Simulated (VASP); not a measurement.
# LiHSO4 (P1) in VASP: notebook

LiHSO4 is run at these levels: LDA; tasks: single point.

Everything below comes from runs of VASP 6.6.1. Logs are shortened: lines on timing, memory, paths and dates and some standing lists are left out, and cuts for length are marked.

## Step 1: The cell of the first run

The typed cell holds 28 atoms: a = 5.341 Å, b = 7.374 Å, c = 8.560 Å, α = 90.00°, β = 90.15°, γ = 90.00°.

## Step 2: Single point, LDA

INCAR reads:

```
SYSTEM = LiHSO4
PREC = Accurate
ENCUT = 520
EDIFF = 1E-6
ISMEAR = -1
SIGMA = 0.05
LREAL = Auto
LASPH = .True.
NELM = 100
ALGO = Normal
ISIF = 2
LWAVE = .False.
LCHARG = .False.
GGA = CA
NBANDS = 88
```

KPOINTS reads:

```
Automatic mesh
0
Gamma
  2 1 1
  0 0 0
```

POSCAR reads:

```
LiHSO4
1.0
    5.3414780000      0.0000000000      0.0000000000
    0.0000000000      7.3736770000      0.0000000000
   -0.0226800000      0.0000000000      8.5596560000
Li H S O
4 4 4 16
Direct
    0.5215705387      0.3217119491     -0.0106896819
    0.4550093014      0.7703212386      0.4992139871
    0.5823522153      0.7345182058      1.0194685394
    0.5058176006      0.2021515182      0.5032445229
    0.8535165099      0.5754388211      0.7689444529
    0.1475395030      0.1137017529      0.7221785548
    0.1248432871      0.3776406262      0.2181512902
    0.9106373131      0.8827753101      0.2755367739
    0.2270864272      0.4663887501      0.7220967759
    0.7853206746      0.9729474182      0.7571916442
    0.7519971325      0.5364352141      0.2899532411
    0.2503522739      0.0289543467      0.2271236134
    0.3112042443      0.4905151121      0.8858299913
    0.6522501288      0.9801215866      0.6075711454
    0.6064712729      0.5368963137      0.1434286612
    0.3073536021     -0.0027530362      0.3889992775
    0.2870499497      0.2861937131      0.6600966207
    0.7629743565      0.7924268991      0.8338068726
    0.7494205446      0.7146231114      0.3621407215
    0.2801478844      0.2216261982      0.1809418509
    0.2556910560      0.6249934734      0.6246980019
    0.6922773085      0.1116674896      0.8634926450
    0.6653554673      0.3878797512      0.3916045224
    0.3695522685      0.9087596324      0.1126680792
    0.9335625155      0.4424929381      0.7453103256
    0.0604953137      0.9840544955      0.7246202417
    0.0453089487      0.5010525956      0.2564705871
    0.9608815557      0.0007187730      0.2216794694
```

Potentials or basis: VASP PAW LDA potentials, release 64 (Li_sv, H, S, O).

Launch:

```
> cat potpaw_LDA.64/Li_sv/POTCAR potpaw_LDA.64/H/POTCAR potpaw_LDA.64/S/POTCAR potpaw_LDA.64/O/POTCAR > POTCAR
> mpirun -np 1 vasp_std > vasp.out
```

OUTCAR:

```text
SYSTEM = LiHSO4
   PREC = Accurate
   ENCUT = 520
   EDIFF = 1E-6
   ISMEAR = -1
   LREAL = Auto
   LASPH = .True.
   NELM = 100
   ISIF = 2
   GGA = CA

 ion  position               nearest neighbor table
   1  0.522  0.322  0.989-  13 1.90  22 2.10  15 2.11  20 2.22
   2  0.455  0.770  0.499-  21 1.86  19 2.01  16 2.08  14 2.09
   3  0.582  0.735  0.019-  15 1.81  24 1.89  18 1.91
   4  0.506  0.202  0.503-  23 1.88  17 1.89  14 2.02  16 2.09
   5  0.854  0.575  0.769-  25 1.09
   6  0.148  0.114  0.722-  26 1.06
   7  0.125  0.378  0.218-  27 1.06
   8  0.911  0.883  0.276-  28 1.02
   9  0.227  0.466  0.722-  21 1.44  17 1.47  13 1.48  25 1.59
  10  0.785  0.973  0.757-  22 1.46  14 1.46  18 1.49  26 1.50
  11  0.752  0.536  0.290-  19 1.45  15 1.47  23 1.47  27 1.61
  12  0.250  0.029  0.227-  16 1.44  24 1.47  20 1.48  28 1.56
  13  0.311  0.491  0.886-   9 1.48   1 1.90
  14  0.652  0.980  0.608-  10 1.46   4 2.02   2 2.09
  15  0.606  0.537  0.143-  11 1.47   3 1.81   1 2.11
  16  0.307  0.997  0.389-  12 1.44   2 2.08   4 2.09
  17  0.287  0.286  0.660-   9 1.47   4 1.89
  18  0.763  0.792  0.834-  10 1.49   3 1.91
  19  0.749  0.715  0.362-  11 1.45   2 2.01
  20  0.280  0.222  0.181-  12 1.48   1 2.22
  21  0.256  0.625  0.625-   9 1.44   2 1.86
  22  0.692  0.112  0.863-  10 1.46   1 2.10
  23  0.665  0.388  0.392-  11 1.47   4 1.88
  24  0.370  0.909  0.113-  12 1.47   3 1.89
  25  0.934  0.442  0.745-   5 1.09   9 1.59
  26  0.060  0.984  0.725-   6 1.06  10 1.50
  27  0.045  0.501  0.256-   7 1.06  11 1.61
  28  0.961  0.001  0.222-   8 1.02  12 1.56

  LATTYP: Found a simple monoclinic cell.
 ALAT       =     5.3414780000
 B/A-ratio  =     1.3804563082
 C/A-ratio  =     1.6024939252
 COS(beta)  =    -0.0026496299

  Lattice vectors:

 A1 = (   5.3414780000,   0.0000000000,   0.0000000000)
 A2 = (   0.0000000000,   7.3736770000,   0.0000000000)
 A3 = (  -0.0226800000,   0.0000000000,   8.5596560000)

Analysis of symmetry for initial positions (statically):
=====================================================================
 Subroutine PRICEL returns:
 Original cell was already a primitive cell.

 Routine SETGRP: Setting up the symmetry group for a
 simple monoclinic supercell.

 Subroutine GETGRP returns: Found  1 space group operations
 (whereof  1 operations were pure point group operations)
 out of a pool of  4 trial point group operations.

The static configuration has the point symmetry C_1 .
[... 151 lines left out ...]
   TEBEG  =    0.0;   TEEND  =   0.0 temperature during run
   PSTRESS=    0.0 pullay stress
   NELECT =     136.0000    total number of electrons
   NUPDOWN=      -1.0000    fix difference up-down
   EMIN   =  10.00;   EMAX   =-10.00  energy-range for DOS
   EFERMI =   0.00;   METHOD = LEGACY
   ISMEAR =    -1;   SIGMA  =   0.05  broadening in eV -4-tet -1-fermi 0-gaus
   EFERMI_NEDOS =   21; number of points for ismear=-14 and -15
   IALGO  =     38    algorithm
   IMIX   =      4    mixing-type and parameters
     AMIX     =   0.40;   BMIX     =  1.00
     AMIX_MAG =   1.60;   BMIX_MAG =  1.00
  volume/ion in A,a.u.               =      12.04        81.25
  Fermi-wavevector in a.u.,A,eV,Ry     =   1.209634  2.285876 19.908228  1.463213
  Thomas-Fermi vector in A             =   2.345205
   LORBIT       =      0    0 simple, 1 ext, 2 COOP (PROOUT), +10 PAW based schemes
   GGA     = CA    functional components
   LHFCALC =     F    Hartree Fock is set to
   AEXX    =    0.0000 exact exchange contribution
   IVDW    =     0    specifies the selected vdW correction
   LEPSILON=     F    determine dielectric tensor
   LRPA    =     F    only Hartree local field effects (RPA)
 non-spin polarized calculation
  energy-cutoff  :      520.00
  volume of cell :      337.13
 maximum number of plane-waves:      9084
 NGX is ok and might be reduce to    40
   NGX = 19   NGY = 27   NGZ = 31

 number of electron     136.0000031 magnetization

 Free energy of the ion-electron system (eV)
  ---------------------------------------------------
  ext. energy  EPLUGINS =         0.00000000
  ---------------------------------------------------
  free energy    TOTEN  =      -175.27509406 eV

  energy without entropy =     -175.27509406  energy(sigma->0) =     -175.27509406

 E-fermi :   0.4583     XC(G=0):  -8.9554

 val. band max:       -0.7895084643   @ k =   0.0000   0.0000   0.0000
 cond. band min:       4.4227143640   @ k =   0.0000   0.0000   0.0000
 fundamental gap:      5.2122228283
 Fermi energy:         0.4582786976

 k-point     1 :       0.0000    0.0000    0.0000
  band No.  band energies     occupation
      1     -42.7468      2.00000
      2     -42.5218      2.00000
      3     -42.2715      2.00000
      4     -42.2456      2.00000
      5     -23.8593      2.00000
      6     -23.8168      2.00000
[... 72 lines left out ...]
     79       7.9191      0.00000
     80       7.9949      0.00000

 k-point     2 :       0.5000    0.0000    0.0000
  band No.  band energies     occupation
      1     -42.7468      2.00000
      2     -42.5218      2.00000
      3     -42.2715      2.00000
      4     -42.2456      2.00000
      5     -23.8369      2.00000
      6     -23.7985      2.00000
[... 72 lines left out ...]
     79       7.7938      0.00000
     80       7.8355      0.00000
 [bands above 80 left out]

------------------------ aborting loop because EDIFF is reached ----------------------------------------

  FORCE on cell =-STRESS in cart. coord.  units (eV):
  Direction    XX          YY          ZZ          XY          YZ          ZX
  --------------------------------------------------------------------------------------
  -------------------------------------------------------------------------------------
  Total       -8.4063091    -15.7106354     -6.8598596      2.2675025     -0.5177896      5.2754534
  in kB      -39.9497505    -74.6624897    -32.6004763     10.7759732     -2.4607193     25.0708184
  external PRESSURE =     -49.0709055 kB  Pullay stress =       0.0000000 kB

 VOLUME and BASIS-vectors are now :
 -----------------------------------------------------------------------------
  energy-cutoff  :      520.00
  volume of cell :      337.13
      direct lattice vectors                 reciprocal lattice vectors
     5.341478000  0.000000000  0.000000000     0.187214101  0.000000000  0.000496050
     0.000000000  7.373677000  0.000000000     0.000000000  0.135617549  0.000000000
    -0.022680000  0.000000000  8.559656000     0.000000000  0.000000000  0.116827125

 POSITION                                       TOTAL-FORCE (eV/Angst)
 -----------------------------------------------------------------------------------
      2.76352      2.37220      8.46816         0.029057     -0.315445      0.237212
      2.41910      5.68010      4.27310         0.204007      0.681405      0.033172
      3.11018      5.41610      0.16664        -0.445445      0.489213     -0.443465
      2.69040      1.49060      4.30760         0.170094     -0.348661     -0.075031
      4.54160      4.24310      6.58190         0.920995     -1.480432     -0.282514
      0.77170      0.83840      6.18160        -0.551888     -0.781908     -0.389312
[... 20 lines left out ...]
      0.23620      3.69460      2.19530        -2.039297      1.077305      0.214805
      5.12750      0.00530      1.89750         0.020807     -0.287636     -0.480091
 -----------------------------------------------------------------------------------
    total drift:                                0.011567     -0.000534      0.001339

  FREE ENERGIE OF THE ION-ELECTRON SYSTEM (eV)
  ---------------------------------------------------
  free  energy   TOTEN  =      -175.2750940617 eV

  energy  without entropy=     -175.2750940617  energy(sigma->0) =     -175.27509406
```

OSZICAR:

```text
N       E                     dE             d eps       ncg     rms          rms(c)
DAV:   1     0.107976754178E+04    0.10798E+04   -0.69498E+04   360   0.150E+03
DAV:   2    -0.954970585850E+02   -0.11753E+04   -0.11332E+04   424   0.369E+02
DAV:   3    -0.192483758712E+03   -0.96987E+02   -0.96456E+02   456   0.114E+02
DAV:   4    -0.198095436891E+03   -0.56117E+01   -0.55863E+01   664   0.212E+01
DAV:   5    -0.199053246789E+03   -0.95781E+00   -0.95755E+00   520   0.454E+00    0.850E+01
DAV:   6    -0.175407351413E+03    0.23646E+02   -0.92147E+01   408   0.324E+01    0.452E+01
DAV:   7    -0.175400626042E+03    0.67254E-02   -0.73176E+00   456   0.939E+00    0.870E+00
DAV:   8    -0.175292007597E+03    0.10862E+00   -0.36084E-01   448   0.235E+00    0.180E+00
DAV:   9    -0.175276653270E+03    0.15354E-01   -0.41079E-02   488   0.919E-01    0.780E-01
DAV:  10    -0.175274605639E+03    0.20476E-02   -0.12002E-02   472   0.568E-01    0.220E-01
DAV:  11    -0.175274911070E+03   -0.30543E-03   -0.22078E-03   504   0.195E-01    0.129E-01
DAV:  12    -0.175275043402E+03   -0.13233E-03   -0.59529E-04   448   0.915E-02    0.660E-02
DAV:  13    -0.175275082330E+03   -0.38927E-04   -0.94779E-05   552   0.535E-02    0.234E-02
DAV:  14    -0.175275093610E+03   -0.11280E-04   -0.21918E-05   440   0.202E-02    0.961E-03
DAV:  15    -0.175275094062E+03   -0.45174E-06   -0.75838E-06   448   0.118E-02
   1 F= -.17527509E+03 E0= -.17527509E+03  d E =-.359450E-10
```

stdout:

```text
POSCAR found type information on POSCAR LiH S O
 POSCAR found :  4 types and      28 ions
 scaLAPACK will be used
 LDA part: xc-table for (Slater(with rela. corr.)+CA(PZ))
 , standard interpolation
 POSCAR, INCAR and KPOINTS ok, starting setup
 FFT: planning ... GRIDC
 FFT: planning ... GRID_SOFT
 FFT: planning ... GRID
 WAVECAR not read
 entering main loop
```

It took 47 s on 1 thread of Intel Xeon 6975P-C (Granite Rapids), shared host; peak memory 0.3 GiB.

What came out:

```yaml
Free_energy: -175.2751 eV
Largest_force: 3.628 eV/Å
Band_gap_on_the_k_mesh: 5.21 eV, direct
```

Forces on the atoms (eV/Å):
```
Li   0.029 -0.315  0.237
Li   0.204  0.681  0.033
Li  -0.445  0.489 -0.443
Li   0.170 -0.349 -0.075
H    0.921 -1.480 -0.283
H   -0.552 -0.782 -0.389
H   -0.554 -0.052  0.277
H   -0.205  0.215  0.097
S   -2.732  0.473  2.340
S   -2.151 -0.283  1.484
S    1.536 -3.278  0.188
S   -0.654 -0.060 -2.126
O    1.011 -0.110 -1.429
O    0.044 -0.249 -0.014
O    0.871 -0.343  0.129
O    1.248 -0.182  0.867
O    0.558  0.342 -0.260
O   -0.030 -0.228 -0.652
O    0.031  0.310  0.142
O    0.155 -0.737 -0.141
O    0.864 -0.923 -0.101
O    0.601 -0.039 -0.317
O    0.443  1.468 -0.669
O   -0.503  0.884  1.353
O   -0.540  2.240 -0.136
O    1.701  1.518  0.153
O   -2.039  1.077  0.215
O    0.021 -0.288 -0.480
```

Caveat: the k points lie up to 0.85 Å⁻¹ apart; the cutoff is under 1.25 times the usual one of these potentials, so pressure, stress and relaxed cells hold a basis-set (Pulay) error; forces of over 1 eV/Å act on the atoms, so gaps and moduli don't describe the material at rest.

## Step 3: Single point, LDA

INCAR reads:

```
PREC     = Accurate       # precision mode
ENCUT    = 520            # plane-wave cutoff, eV
EDIFF    = 1E-6           # SCF threshold, eV
ISMEAR   = -1             # smearing method
SIGMA    = 0.05           # smearing width, eV
LREAL    = Auto         
LASPH    = True           # aspherical terms in the spheres
NELM     = 80             # most SCF steps
ALGO     = Normal         # electronic algorithm
ISIF     = 2              # what is computed and relaxed
LWAVE    = False          # write WAVECAR
LCHARG   = True           # write CHGCAR
LELF     = True           # ELF
LVHAR    = True         
NBANDS   = 88             # bands
```

KPOINTS reads:

```
Automatic mesh
0
Gamma
  2 1 1
```

POSCAR reads:

```
LiHSO4
1.0
    5.3414780000      0.0000000000      0.0000000000
    0.0000000000      7.3736770000      0.0000000000
   -0.0226800000      0.0000000000      8.5596560000
Li H S O
4 4 4 16
Direct
    0.4752145164      0.3156362830      0.0373846799
    0.4321942991      0.8136374837      0.5227663355
    0.5083923416      0.7360099988      0.9817684262
    0.5134519765      0.1846704161      0.5111303538
    0.8696846041      0.5940048635      0.7804752901
    0.1244062392      0.1373805769      0.7236856247
    0.0986358225      0.3862387788      0.2231514911
    0.9008687347      0.8760351179      0.2808874562
    0.2220451683      0.4685993162      0.7296905390
    0.7884483024      0.9654884530      0.7442355160
    0.7457133362      0.5395137324      0.2915070419
    0.2576063885      0.0321684826      0.2292265016
    0.3611566281      0.4786350148      0.8778740641
    0.6329947471      0.9746833229      0.6052696510
    0.6172243273      0.5231582561      0.1406598583
    0.3339797132      0.0116359857      0.3900039908
    0.2441583446      0.2730930579      0.6731228451
    0.7648445857      0.7716096054      0.8069015858
    0.7360747001      0.7191120522      0.3539160920
    0.2485836952      0.2278510437      0.1897856643
    0.2805537538      0.6078649770      0.6204454945
    0.6926789902      0.0887616857      0.8655020716
    0.6486663255      0.4083580010      0.4072710399
    0.4214165359      0.9253592204      0.1228904526
    0.9568118956      0.4757192375      0.7623320376
    0.0558800860      1.0061601559      0.7090939169
    0.0134617964      0.5095422542      0.2559915959
    0.9949445132     -0.0344197339      0.2060947309
```

Potentials or basis: VASP PAW LDA potentials, release 64 (Li_sv, H, S, O).

Launch:

```
> cat potpaw_LDA.64/Li_sv/POTCAR potpaw_LDA.64/H/POTCAR potpaw_LDA.64/S/POTCAR potpaw_LDA.64/O/POTCAR > POTCAR
> mpirun -np 1 vasp_std > vasp.out
```

It took 50 s on 1 thread of Intel Xeon 6975P-C (Granite Rapids), shared host; peak memory 0.3 GiB.

It converged, with:

* Free energy: -174.9126 eV
* Largest force: 4.723 eV/Å
* Band gap on the k mesh: 5.40 eV, direct

Forces on the atoms (eV/Å):
```
Li   0.308  0.114 -0.403
Li  -0.219 -0.757 -0.457
Li   0.222 -0.318  0.122
Li  -0.197  0.737 -0.021
H   -0.480  1.749  0.024
H    0.409  1.218 -0.256
H   -0.478  0.052  0.403
H    0.109 -0.273 -0.149
S    2.258 -2.400  0.490
S   -2.151 -0.575  4.166
S   -2.119 -2.661  0.685
S    1.544 -1.184 -1.797
O    0.118  0.714 -0.348
O    0.816  0.491 -0.569
O   -0.504  0.186 -0.236
O   -0.223 -0.099  0.506
O    1.416  2.831 -0.681
O    0.348  1.615 -0.494
O    0.023  2.230  0.579
O    0.289 -0.621 -0.560
O    0.715  0.186 -0.537
O    0.875 -0.614 -1.198
O    0.696  0.485 -1.090
O   -1.400  1.659  1.155
O   -2.794 -1.440  0.588
O   -0.740 -2.774 -0.102
O    2.431 -0.331 -0.046
O   -1.272 -0.219  0.226
```

Levels at points of the mesh, in eV from the valence-band top:
```
           k point  band 66  band 67  band 68  band 69  band 70  band 71
(0.00, 0.00, 0.00)    -0.18    -0.12     0.00     5.40     6.87     7.48
(0.50, 0.00, 0.00)    -0.20    -0.14    -0.01     6.46     7.21     7.45
```

Caveat: the k points lie up to 0.85 Å⁻¹ apart; the cutoff is under 1.25 times the usual one of these potentials, so pressure, stress and relaxed cells hold a basis-set (Pulay) error; forces of over 1 eV/Å act on the atoms, so gaps and moduli don't describe the material at rest. A hybrid or GW would open this gap; LDA tends to underestimate it.

## Step 4: Single point, LDA

INCAR reads:

```
PREC = Accurate
ENCUT = 520
EDIFF = 1E-6
ISMEAR = -1
SIGMA = 0.05
LREAL = Auto
LASPH = True
NELM = 80
ALGO = Normal
ISIF = 2
LWAVE = False
LCHARG = False
GGA = CA
NBANDS = 88
```

KPOINTS is that of step 3.

POSCAR reads:

```
LiHSO4
1.0
    5.3414780000      0.0000000000      0.0000000000
    0.0000000000      7.3736770000      0.0000000000
   -0.0226800000      0.0000000000      8.5596560000
Li H S O
4 4 4 16
Direct
    0.5029699282      0.2864378247      0.0045328924
    0.4671705609      0.8029372591      0.4797739535
    0.4968069407      0.6945381524      1.0089657809
    0.5069303690      0.2290037928      0.5007677879
    0.9076055675      0.6325473709      0.7960833940
    0.1540009397      0.0695311172      0.7183699906
    0.0749436625      0.3884493449      0.2429420061
    0.8912527755      0.8693491727      0.2824996705
    0.2578602089      0.4848056133      0.7211037453
    0.7643496784      0.9622200701      0.7652994466
    0.7404433235      0.5388627682      0.2937267572
    0.2456118498      0.0239364974      0.2129758486
    0.3873917137      0.4870026176      0.8705606861
    0.6377620482      1.0073264668      0.6169289981
    0.6280154198      0.5181539685      0.1380312480
    0.3059629506      0.0091134993      0.3789404621
    0.2516753347      0.2935034990      0.6577717609
    0.7024751335      0.7874226115      0.8269608031
    0.7048779358      0.7235331843      0.3522921949
    0.2168066306      0.2082271843      0.1529033410
    0.3200322179      0.6243018239      0.6148611580
    0.7135895130      0.1028930342      0.8872435995
    0.6584063404      0.3950403577      0.4040115631
    0.4301523905      0.9168153148      0.1212315074
    0.9685570831      0.5045650901      0.7815851478
    0.0515050367      0.9524149213      0.7413148379
    0.0320753896      0.5207171402      0.2791000012
    0.9837189412     -0.0737759465      0.1901711938
```

Launch:

```
> cat potpaw_LDA.64/Li_sv/POTCAR potpaw_LDA.64/H/POTCAR potpaw_LDA.64/S/POTCAR potpaw_LDA.64/O/POTCAR > POTCAR
> mpirun -np 1 vasp_std > vasp.out
```

Run time: 50 s. Hardware: 1 thread of Intel Xeon 6975P-C (Granite Rapids), shared host; peak memory 0.3 GiB.

It converged, with:

```
Free energy            : -175.2086 eV
Largest force          : 5.088 eV/Å
Band gap on the k mesh : 4.91 eV, direct
```

Forces on the atoms (eV/Å):
```
Li   0.215 -0.069 -0.324
Li  -0.411  0.499  0.738
Li  -0.016  0.395 -0.466
Li  -0.669 -1.144  0.795
H   -0.198  0.144 -0.055
H   -1.124 -0.350  0.116
H    0.202  0.761  0.026
H    0.271  0.027 -0.217
S   -3.485 -3.102  1.981
S   -0.844  4.433  2.350
S   -0.135 -1.619  0.763
S    0.335 -3.330 -0.991
O    1.052  0.245  0.189
O    0.478 -0.751  0.219
O    0.389 -0.414  0.806
O   -0.035  0.902  0.274
O    0.503  1.905  0.080
O    0.003 -1.456 -0.182
O    0.583 -0.702  0.006
O    0.119  0.311  0.331
O    0.364  0.561 -0.871
O    0.377 -1.022 -1.905
O    0.937  2.315 -1.993
O   -1.710  1.355  0.632
O    1.729 -0.333 -1.402
O    0.782  0.392 -0.434
O   -0.638 -0.967 -0.332
O    0.926  1.013 -0.135
```

Levels at points of the mesh, in eV from the valence-band top:
```tsv
k point	band 65	band 66	band 67	band 68	band 69	band 70	band 71	band 72
(0.00, 0.00, 0.00)	-0.55	-0.29	-0.27	0.00	4.91	6.21	6.92	7.10
(0.50, 0.00, 0.00)	-0.56	-0.37	-0.24	0.00	5.98	6.68	7.01	7.28
```

Caveat: the k points lie up to 0.85 Å⁻¹ apart; the cutoff is under 1.25 times the usual one of these potentials, so pressure, stress and relaxed cells hold a basis-set (Pulay) error; forces of over 1 eV/Å act on the atoms, so gaps and moduli don't describe the material at rest.
